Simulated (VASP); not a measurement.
# Ni (Fm-3m) in VASP: notebook

Ni is run at these levels: PBE; tasks: single point.

Program: VASP 6.6.1. These are calculated values, not measurements. Logs are shortened: lines on timing, memory, paths and dates and some standing lists are left out, and cuts for length are marked.

## Step 1: The cell of the first run

It takes space group Fm-3m (No. 225, cubic). Conventional cell: a = 3.536 Å, b = 3.536 Å, c = 3.536 Å, α = 90.00°, β = 90.00°, γ = 90.00°. Within 3.3 Å of Ni (site symmetry m-3m) lie 12 Ni at 2.50 Å.

## Step 2: Single point, PBE, collinear spin, ferromagnetic start

The input, INCAR:

```
SYSTEM = Ni
PREC = Accurate
ENCUT = 520
EDIFF = 1E-7
ISMEAR = 0
SIGMA = 0.1
LREAL = .FALSE.
LASPH = .TRUE.
NELM = 150
ALGO = Normal
ISIF = 2
LWAVE = .FALSE.
LCHARG = .FALSE.
ISPIN = 2
MAGMOM = 0.71
LORBIT = 11
NUPDOWN = 0.71
LMAXMIX = 4
GGA = PE
NBANDS = 15
```

The input, KPOINTS:

```
Automatic mesh
0
G
  14 14 14
  0 0 0
```

The input, POSCAR:

```
Ni
1.0
    0.0000000000      1.7677500000      1.7677500000
    1.7677500000      0.0000000000      1.7677500000
    1.7677500000      1.7677500000      0.0000000000
Ni
1
Direct
    0.0000000000      0.0000000000      0.0000000000
```

Potentials or basis: VASP PAW PBE potentials, release 64 (Ni).

Run with:

```console
$ cat potpaw_PBE.64/Ni/POTCAR > POTCAR
$ mpirun -np 1 vasp_std > vasp.out
```

OUTCAR:

```text
SYSTEM = Ni
   PREC = Accurate
   ENCUT = 520
   EDIFF = 1E-7
   ISMEAR = 0
   LREAL = .FALSE.
   LASPH = .TRUE.
   NELM = 150
   ISIF = 2
   ISPIN = 2
   LORBIT = 11
   NUPDOWN = 0.71
   GGA = PE

 ion  position               nearest neighbor table
   1  0.000  0.000  0.000-

  LATTYP: Found a face centered cubic cell.
 ALAT       =     3.5355000000

  Lattice vectors:

 A1 = (   0.0000000000,   1.7677500000,   1.7677500000)
 A2 = (   1.7677500000,   0.0000000000,   1.7677500000)
 A3 = (   1.7677500000,   1.7677500000,   0.0000000000)

Analysis of symmetry for initial positions (statically):
=====================================================================
 Subroutine PRICEL returns:
 Original cell was already a primitive cell.

 Routine SETGRP: Setting up the symmetry group for a
 face centered cubic supercell.

 Subroutine GETGRP returns: Found 48 space group operations
 (whereof 48 operations were pure point group operations)
 out of a pool of 48 trial point group operations.

The static configuration has the point symmetry O_h .

Analysis of symmetry for dynamics (positions and initial velocities):
=====================================================================
 Subroutine PRICEL returns:
 Original cell was already a primitive cell.

 Routine SETGRP: Setting up the symmetry group for a
 face centered cubic supercell.

 Subroutine GETGRP returns: Found 48 space group operations
 (whereof 48 operations were pure point group operations)
 out of a pool of 48 trial point group operations.

The dynamic configuration has the point symmetry O_h .

Analysis of structural, dynamic, and magnetic symmetry:
=====================================================================
 Subroutine PRICEL returns:
 Original cell was already a primitive cell.

 Routine SETGRP: Setting up the symmetry group for a
 face centered cubic supercell.

 Subroutine GETGRP returns: Found 48 space group operations
 (whereof 48 operations were pure point group operations)
 out of a pool of 48 trial point group operations.

The overall configuration has the point symmetry O_h .

 Subroutine INISYM returns: Found 48 space group operations
 (whereof 48 operations are pure point group operations),
 and found     1 'primitive' translations

----------------------------------------------------------------------------------------

                                     Primitive cell

  volume of cell :      11.0482

  direct lattice vectors                    reciprocal lattice vectors
     0.000000000  1.767750000  1.767750000    -0.282845425  0.282845425  0.282845425
     1.767750000  0.000000000  1.767750000     0.282845425 -0.282845425  0.282845425
     1.767750000  1.767750000  0.000000000     0.282845425  0.282845425 -0.282845425

  length of vectors
     2.499976025  2.499976025  2.499976025     0.489902647  0.489902647  0.489902647

  position of ions in fractional coordinates (direct lattice)
     0.000000000  0.000000000  0.000000000

  ion indices of the primitive-cell ions
   primitive index   ion index
                 1           1

----------------------------------------------------------------------------------------

 KPOINTS: Automatic mesh

Automatic generation of k-mesh.
 Grid dimensions read from file:
 generate k-points for:   14   14   14

 Generating k-lattice:

  Cartesian coordinates                     Fractional coordinates (reciprocal lattice)
    -0.020203245  0.020203245  0.020203245     0.071428571  0.000000000  0.000000000
     0.020203245 -0.020203245  0.020203245     0.000000000  0.071428571  0.000000000
     0.020203245  0.020203245 -0.020203245     0.000000000  0.000000000  0.071428571

  Length of vectors
     0.034993046  0.034993046  0.034993046

  Shift w.r.t. Gamma in fractional coordinates (k-lattice)
     0.000000000  0.000000000  0.000000000

 Subroutine IBZKPT returns following result:
 ===========================================

 Found    104 irreducible k-points:

 Following reciprocal coordinates:
            Coordinates               Weight
  0.000000  0.000000  0.000000      1.000000
  0.071429  0.000000  0.000000      8.000000
  0.142857  0.000000  0.000000      8.000000
  0.214286  0.000000  0.000000      8.000000
  0.285714  0.000000  0.000000      8.000000
  0.357143  0.000000  0.000000      8.000000
[... 16 lines left out ...]
  0.214286  0.142857  0.000000     24.000000
  0.285714  0.142857  0.000000     24.000000
 [... further k-points ...]
   k-points           NKPTS =    104   k-points in BZ     NKDIM =    104   number of bands    NBANDS=     15
   number of dos      NEDOS =    301   number of ions     NIONS =      1
   total plane-waves  NPLWV =   8000
   dimension x,y,z NGX =    20 NGY =   20 NGZ =   20
   dimension x,y,z NGXF=    40 NGYF=   40 NGZF=   40
   ions per type =               1
   NGX,Y,Z   is equivalent  to a cutoff of  13.30, 13.30, 13.30 a.u.
   NGXF,Y,Z  is equivalent  to a cutoff of  26.60, 26.60, 26.60 a.u.
 SYSTEM =  Ni
   PREC   = accura    normal or accurate (medium, high low for compatibility)
   ISTART =      0    job   : 0-new  1-cont  2-samecut
   ICHARG =      2    charge: 1-file 2-atom 10-const
   ISPIN  =      2    spin polarized calculation?
   LNONCOLLINEAR =      F non collinear calculations
   LSORBIT =      F    spin-orbit coupling
   LASPH  =      T    aspherical Exc in radial PAW
   ENCUT  =  520.0 eV  38.22 Ry    6.18 a.u.   4.65  4.65  4.65*2*pi/ulx,y,z
   NELM   =    150;   NELMIN=  2; NELMDL= -5     # of ELM steps
   EDIFF  = 0.1E-06   stopping-criterion for ELM
   LREAL  =      F    real-space projection
   EDIFFG = 0.1E-05   stopping-criterion for IOM
   NSW    =      0    number of steps for IOM
   IBRION =     -1    ionic relax: 0-MD 1-quasi-New 2-CG
   NFREE  =      0    steps in history (QN), initial steepest desc. (CG)
   ISIF   =      2    stress and relaxation
   ISYM   =      2    0-nonsym 1-usesym 2-fastsym
   POTIM  = 0.5000    time-step for ionic-motion
   TEBEG  =    0.0;   TEEND  =   0.0 temperature during run
   PSTRESS=    0.0 pullay stress
   NELECT =      10.0000    total number of electrons
   NUPDOWN=       0.7100    fix difference up-down
   EMIN   =  10.00;   EMAX   =-10.00  energy-range for DOS
   EFERMI =   0.00;   METHOD = LEGACY
   ISMEAR =     0;   SIGMA  =   0.10  broadening in eV -4-tet -1-fermi 0-gaus
   EFERMI_NEDOS =   21; number of points for ismear=-14 and -15
   IALGO  =     38    algorithm
   IMIX   =      4    mixing-type and parameters
     AMIX     =   0.40;   BMIX     =  1.00
     AMIX_MAG =   1.60;   BMIX_MAG =  1.00
  volume/ion in A,a.u.               =      11.05        74.56
  Fermi-wavevector in a.u.,A,eV,Ry     =   1.583595  2.992560 34.120303  2.507772
  Thomas-Fermi vector in A             =   2.683341
   LORBIT       =     11    0 simple, 1 ext, 2 COOP (PROOUT), +10 PAW based schemes
   GGA     = PE    functional components
   LHFCALC =     F    Hartree Fock is set to
   AEXX    =    0.0000 exact exchange contribution
   IVDW    =     0    specifies the selected vdW correction
   LEPSILON=     F    determine dielectric tensor
   LRPA    =     F    only Hartree local field effects (RPA)
 spin polarized calculation
 Gauss-broadening in eV      SIGMA  =   0.10
  energy-cutoff  :      520.00
  volume of cell :       11.05
 maximum number of plane-waves:       307
   NGX =  9   NGY =  9   NGZ =  9

 number of electron      10.0000010 magnetization       0.7100001

 Free energy of the ion-electron system (eV)
  ---------------------------------------------------
  ext. energy  EPLUGINS =         0.00000000
  ---------------------------------------------------
  free energy    TOTEN  =        -5.46770976 eV

  energy without entropy =       -5.45876975  energy(sigma->0) =       -5.46323975

 E-fermi :   9.1634     XC(G=0): -13.1675

 val. band max:        9.2390935761   @ k =   0.4286   0.2857   0.0714
 cond. band min:       9.1637465489   @ k =  -0.2857   0.0714   0.0000
 fundamental gap:     -0.0753470272
 Fermi energy:         9.2681832173

 spin component 1

 k-point     1 :       0.0000    0.0000    0.0000
  band No.  band energies     occupation
      1       0.2521      1.00000
      2       6.7039      1.00000
      3       6.7039      1.00000
      4       6.7039      1.00000
      5       7.8549      1.00000
      6       7.8549      1.00000
      7      32.7568      0.00000
      8      36.4870      0.00000
      9      36.4870      0.00000
     10      36.4870      0.00000
     11      39.3682      0.00000
     12      39.3682      0.00000
     13      39.3682      0.00000
     14      42.3861      0.00000
     15      48.4937      0.00000
[... 397 lines left out ...]
 k-point    24 :       0.2857    0.1429    0.0000
  band No.  band energies     occupation
      1       2.8721      1.00000
      2       6.0693      1.00000
      3       6.9490      1.00000
      4       7.1923      1.00000
      5       7.8124      1.00000
      6       8.1732      1.00000
      7      24.5010      0.00000
      8      29.9625      0.00000
      9      30.7637      0.00000
     10      33.3387      0.00000
     11      38.2851      0.00000
     12      42.3937      0.00000
     13      44.3377      0.00000
     14      46.4355      0.00000
     15      50.7981      0.00000

 [... further k-points ...]

 spin component 2

 k-point     1 :       0.0000    0.0000    0.0000
  band No.  band energies     occupation
      1       0.2255      1.00000
      2       7.5434      1.00000
      3       7.5434      1.00000
      4       7.5434      1.00000
      5       8.5257      1.00000
      6       8.5257      1.00000
      7      32.5867      0.00000
      8      36.4837      0.00000
      9      36.4837      0.00000
     10      36.4837      0.00000
     11      39.4887      0.00000
     12      39.4887      0.00000
     13      39.4887      0.00000
     14      42.2645      0.00000
     15      48.7138      0.00000
[... 397 lines left out ...]
 k-point    24 :       0.2857    0.1429    0.0000
  band No.  band energies     occupation
      1       2.8791      1.00000
      2       6.8214      1.00000
      3       7.6546      1.00000
      4       8.0001      1.00000
      5       8.5737      1.00000
      6       8.9117      0.99981
      7      24.6438      0.00000
      8      30.0658      0.00000
      9      30.7355      0.00000
     10      33.4231      0.00000
     11      38.4268      0.00000
     12      42.3644      0.00000
     13      44.3203      0.00000
     14      46.4567      0.00000
     15      50.9141      0.00000

 [... further k-points ...]
[... 5 lines left out ...]
  --------------------------------------------------------------------------------------
  -------------------------------------------------------------------------------------
  Total       -0.1499778     -0.1499778     -0.1499778      0.0000000      0.0000000      0.0000000
  in kB      -21.7492853    -21.7492853    -21.7492853      0.0000000      0.0000000      0.0000000
  external PRESSURE =     -21.7492853 kB  Pullay stress =       0.0000000 kB

 VOLUME and BASIS-vectors are now :
 -----------------------------------------------------------------------------
  energy-cutoff  :      520.00
  volume of cell :       11.05
      direct lattice vectors                 reciprocal lattice vectors
     0.000000000  1.767750000  1.767750000    -0.282845425  0.282845425  0.282845425
     1.767750000  0.000000000  1.767750000     0.282845425 -0.282845425  0.282845425
     1.767750000  1.767750000  0.000000000     0.282845425  0.282845425 -0.282845425

 POSITION                                       TOTAL-FORCE (eV/Angst)
 -----------------------------------------------------------------------------------
      0.00000      0.00000      0.00000        -0.000000      0.000000      0.000000
 -----------------------------------------------------------------------------------
    total drift:                                0.000000      0.000000      0.000000

  FREE ENERGIE OF THE ION-ELECTRON SYSTEM (eV)
  ---------------------------------------------------
  free  energy   TOTEN  =        -5.4677097568 eV

  energy  without entropy=       -5.4587697460  energy(sigma->0) =       -5.46323975

 total charge

# of ion       s       p       d       tot
------------------------------------------
    1        0.494   0.487   8.300   9.281

 magnetization (x)

# of ion       s       p       d       tot
------------------------------------------
    1       -0.004  -0.024   0.751   0.723
```

Wall time 39 s (1 thread of Intel Xeon Platinum 8259CL at 2.50GHz (Skylake/Cascade Lake), shared host); peak memory 0.15 GiB.

Results:

* Free energy: -5.4677 eV
* Pressure: -2.2 GPa
* Net moment: 0.71 μB per cell
* Site moments: Ni +0.72 μB
* Valence electrons inside the program's atomic spheres: Ni 9.28

Caveat: the total moment is fixed, so each spin has its own Fermi level.

(Part 1 of 2 ends here.)
